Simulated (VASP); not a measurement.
# Cu (Fm-3m) in VASP: further runs, part 2 of 2

VASP 6.6.1.

**3. Relaxation of cell and atoms, PBEsol, target pressure 6 GPa, at which the enthalpy is minimised**

The input, INCAR:

```
PREC = Accurate
ENCUT = 600
EDIFF = 1E-6
ISMEAR = -1
SIGMA = 0.05
LREAL = F
LASPH = T
NELM = 60
ALGO = Normal
ISIF = 3
LWAVE = F
LCHARG = F
GGA = PS
IBRION = 2
NSW = 80
EDIFFG = -0.02
PSTRESS = 60.0
```

The input, KPOINTS:

```
Automatic mesh
0
Gamma
  15 15 15
```

The input, POSCAR:

```
Cu
1.0
    0.0000000000      1.8075000000      1.8075000000
    1.8075000000      0.0000000000      1.8075000000
    1.8075000000      1.8075000000      0.0000000000
Cu
1
Direct
    0.0000000000      0.0000000000      0.0000000000
```

Potentials or basis: VASP PAW PBE potentials, release 64 (Cu).

On the command line:

```sh
> cat potpaw_PBE.64/Cu/POTCAR > POTCAR
> mpirun -np 1 vasp_std > vasp.out
```

Run time: 22 s. Hardware: 1 thread of Intel Xeon 6975P-C (Granite Rapids), shared host; peak memory 0.13 GiB.

Results (log left out):

- Free energy: -4.3029 eV
- Relaxed volume: 10.98 Å³/atom
- Relaxed cell: a = 2.495 Å, b = 2.495 Å, c = 2.495 Å, α = 60.00°, β = 60.00°, γ = 60.00°
- Space group after relaxing (to 0.05 Å): Fm-3m (No. 225)
- Energy change on relaxing (the enthalpy is what falls): -2.2 meV/atom
- Ionic steps: 3
- Pressure after relaxing: 5.9 GPa

The path:
| step | energy change (eV) | largest force (eV/Å) | pressure (GPa) | volume (Å³) |
| --- | --- | --- | --- | --- |
| 1 | 0.0000 | 0.0000 | -5.84 | 11.81 |
| 2 | 0.0421 | 0.0000 | 18.44 | 10.38 |
| 3 | -0.0022 | 0.0000 | 5.93 | 10.98 |

Final structure:
```yaml
crystal:
  lattice:
    - [0.00000, 1.76414, 1.76414]
    - [1.76414, 0.00000, 1.76414]
    - [1.76414, 1.76414, 0.00000]
  atoms:
    - { symbol: Cu, position: [0.00000, 0.00000, 0.00000] }
```

Levels at points of the mesh, in eV from the Fermi level:
```
           k point  band 3  band 4  band 5  band 6  band 7  band 8  band 9
(0.00, 0.00, 0.00)   -3.36   -3.36   -2.43   -2.43   23.08   26.26   26.26
```

Caveat: the cell is relaxed towards a set pressure, so the enthalpy falls and the energy may rise; the PAW data sets were made with another functional, which shifts forces and pressure a little.

**4. Relaxation of cell and atoms, PBEsol, target pressure 8 GPa, at which the enthalpy is minimised**

The input, INCAR:

```
SYSTEM = Cu
PREC = Accurate
ENCUT = 600
EDIFF = 1E-6
ISMEAR = -1
SIGMA = 0.05
LREAL = .FALSE.
LASPH = .TRUE.
NELM = 80
ALGO = Normal
ISIF = 3
LWAVE = .FALSE.
LCHARG = .FALSE.
GGA = PS
IBRION = 2
NSW = 80
EDIFFG = -0.02
PSTRESS = 80.0
```

The input, KPOINTS:

```
Automatic mesh
0
G
  15 15 15
  0 0 0
```

POSCAR is that of step 3.

Potentials or basis: VASP PAW PBE potentials, release 64 (Cu).

On the command line:

```sh
> cat potpaw_PBE.64/Cu/POTCAR > POTCAR
> mpirun -np 1 vasp_std > vasp.out
```

OUTCAR:

```text
SYSTEM = Cu
   PREC = Accurate
   ENCUT = 600
   EDIFF = 1E-6
   ISMEAR = -1
   LREAL = .FALSE.
   LASPH = .TRUE.
   NELM = 80
   ISIF = 3
   GGA = PS
   IBRION = 2
   NSW = 80
   EDIFFG = -0.02
   PSTRESS = 80.0

 ion  position               nearest neighbor table
   1  0.000  0.000  0.000-

  LATTYP: Found a face centered cubic cell.
 ALAT       =     3.6150000000

  Lattice vectors:

 A1 = (   0.0000000000,   1.8075000000,   1.8075000000)
 A2 = (   1.8075000000,   0.0000000000,   1.8075000000)
 A3 = (   1.8075000000,   1.8075000000,   0.0000000000)

Analysis of symmetry for initial positions (statically):
=====================================================================
 Subroutine PRICEL returns:
 Original cell was already a primitive cell.

 Routine SETGRP: Setting up the symmetry group for a
 face centered cubic supercell.

 Subroutine GETGRP returns: Found 48 space group operations
 (whereof 48 operations were pure point group operations)
 out of a pool of 48 trial point group operations.

[... 163 lines left out ...]

  FORCE on cell =-STRESS in cart. coord.  units (eV):
  Direction    XX          YY          ZZ          XY          YZ          ZX
  --------------------------------------------------------------------------------------
  -------------------------------------------------------------------------------------
  Total       -0.4303879     -0.4303879     -0.4303879      0.0000000     -0.0000000      0.0000000
  in kB      -58.3855946    -58.3855946    -58.3855946      0.0000000     -0.0000000      0.0000000
  external PRESSURE =    -138.3855946 kB  Pullay stress =      80.0000000 kB
[... 61 lines left out ...]
--------------------------------------- Ionic step        3  -------------------------------------------

 number of electron      10.9999997 magnetization

 Free energy of the ion-electron system (eV)
  ---------------------------------------------------
  ext. energy  EPLUGINS =         0.00000000
  ---------------------------------------------------
  free energy    TOTEN  =        -4.29828908 eV

  energy without entropy =       -4.29591407  energy(sigma->0) =       -4.29710158

 E-fermi :   8.5519     XC(G=0): -13.3982

 val. band max:        8.5221072175   @ k =  -0.4000   0.1333   0.0000
 cond. band min:       8.6946181554   @ k =   0.4667   0.2667   0.0000
 fundamental gap:      0.1725109379
 Fermi energy:         8.5519493242

 k-point     1 :       0.0000    0.0000    0.0000
  band No.  band energies     occupation
      1      -1.5731      2.00000
      2       5.1632      2.00000
      3       5.1632      2.00000
      4       5.1632      2.00000
      5       6.1080      2.00000
      6       6.1080      2.00000
      7      31.7060      0.00000
      8      34.9714      0.00000
      9      34.9714      0.00000
[... 265 lines left out ...]
 k-point    24 :       0.2000    0.1333    0.0000
  band No.  band energies     occupation
      1      -0.0803      2.00000
      2       4.7479      2.00000
      3       5.4697      2.00000
      4       5.5012      2.00000
      5       5.8182      2.00000
      6       6.2659      2.00000
      7      26.9598      0.00000
      8      29.4204      0.00000
      9      30.2586      0.00000

 [... further k-points ...]
[... 5 lines left out ...]
  --------------------------------------------------------------------------------------
  -------------------------------------------------------------------------------------
  Total        0.5325406      0.5325406      0.5325406     -0.0000000     -0.0000000      0.0000000
  in kB       78.4624625     78.4624625     78.4624625     -0.0000000     -0.0000000      0.0000000
  external PRESSURE =      -1.5375375 kB  Pullay stress =      80.0000000 kB
[... 20 lines left out ...]
  energy  without entropy=       -4.2959140743  energy(sigma->0) =       -4.29710158

  enthalpy is  TOTEN    =        -3.7553129403 eV   P V=        0.5429761395

 reached required accuracy - stopping structural energy minimisation
```

OSZICAR:

```text
N       E                     dE             d eps       ncg     rms          rms(c)
DAV:   1     0.375708909937E+02    0.37571E+02   -0.62970E+03  2232   0.229E+03
DAV:   2    -0.491657948183E+01   -0.42487E+02   -0.40710E+02  2177   0.206E+02
DAV:   3    -0.538303785525E+01   -0.46646E+00   -0.46546E+00  2598   0.307E+01
[... 22 lines left out ...]
DAV:   3    -0.433044353378E+01    0.18343E+00   -0.14983E+00  2266   0.303E+01    0.126E+00
DAV:   4    -0.429912684489E+01    0.31317E-01   -0.82540E-02  3228   0.504E+00    0.223E-01
DAV:   5    -0.429830325118E+01    0.82359E-03   -0.56278E-03  2350   0.182E+00    0.409E-02
DAV:   6    -0.429828943431E+01    0.13817E-04   -0.42409E-05  3089   0.110E-01    0.106E-02
DAV:   7    -0.429828907977E+01    0.35453E-06   -0.80859E-06  2058   0.654E-02
   3 F= -.37553129E+01 E0= -.37541254E+01  d E =-.443787E-01
```

It took 25 s on 1 thread of Intel Xeon 6975P-C (Granite Rapids), shared host; peak memory 0.13 GiB.

Results:

```
Free energy                                            : -4.2983 eV
Relaxed volume                                         : 10.87 Å³/atom
Relaxed cell                                           : a = 2.487 Å, b = 2.487 Å, c = 2.487 Å, α = 60.00°, β = 60.00°, γ = 60.00°
Space group after relaxing (to 0.05 Å)                 : Fm-3m (No. 225)
Energy change on relaxing (the enthalpy is what falls) : +2.4 meV/atom
Ionic steps                                            : 3
Pressure after relaxing                                : 7.8 GPa
```

The path:
```tsv
step	energy change (eV)	largest force (eV/Å)	pressure (GPa)	volume (Å³)
1	0.0000	0.0000	-5.84	11.81
2	0.0727	0.0000	24.37	10.15
3	0.0024	0.0000	7.85	10.87
```

Final structure:
```
Cu
1.0
     0.00000    1.75842    1.75842
     1.75842    0.00000    1.75842
     1.75842    1.75842    0.00000
Cu
1
Direct
  0.00000 0.00000 0.00000
```

Levels at points of the mesh, in eV from the Fermi level:
```csv
k point,band 2,band 3,band 4,band 5,band 6,band 7,band 8,band 9
"(0.00, 0.00, 0.00)",-3.39,-3.39,-3.39,-2.44,-2.44,23.15,26.42,26.42
```

Caveat: the cell is relaxed towards a set pressure, so the enthalpy falls and the energy may rise; the PAW data sets were made with another functional, which shifts forces and pressure a little.

**5. Summary**

```csv
cell,gap on the mesh (eV),pressure (GPa)
relaxed to 4 GPa,none,4.0
relaxed to 6 GPa,none,5.9
relaxed to 8 GPa,none,7.8
```

Alike in all rows: task relaxation of cell and atoms; level PBEsol; potentials or basis VASP PAW PBE potentials, release 64 (Cu); no spin polarisation; k mesh 15 × 15 × 15; cutoff (eV) 600; smearing fermi-dirac 0.05 eV.

Caveats: the cell is relaxed towards a set pressure, so the enthalpy falls and the energy may rise; the PAW data sets were made with another functional, which shifts forces and pressure a little.

Absolute energies hang on the potentials; compare differences alone.
